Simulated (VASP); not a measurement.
A run of VASP 6.6.1:

INCAR

```
SYSTEM = Mo
ALGO = Normal ; EDIFF = 1E-6
ENCUT = 520 ; ISIF = 2
ISMEAR = 0 ; LASPH = .True.
LCHARG = .False. ; LREAL = .False.
LWAVE = .False. ; NBANDS = 13
NELM = 100 ; PREC = Accurate
SIGMA = 0.1
```

Contents of KPOINTS:

```
k-points
0
Gamma
  18 18 18
  0 0 0
```

Contents of POSCAR:

```
Mo
1.0
   -1.5555908445      1.5555908445      1.5555908445
    1.5555908445     -1.5555908445      1.5555908445
    1.5555908445      1.5555908445     -1.5555908445
Mo
1
Direct
    0.0000000000      0.0000000000      0.0000000000
```

Potentials or basis: VASP PAW LDA potentials, release 64 (Mo_sv).

Command:

```bash
$ cat potpaw_LDA.64/Mo_sv/POTCAR > POTCAR
$ mpirun -np 1 vasp_std > vasp.out
```

Hardware: 1 thread of Intel Xeon 8259CL (shared host).

Q: How long does it take, and how much memory?

A: Run time: 41 s on 1 thread of Intel Xeon 8259CL, with other jobs on the host, peak memory 0.15 GiB. Counts: scf iterations 11, k points 195.
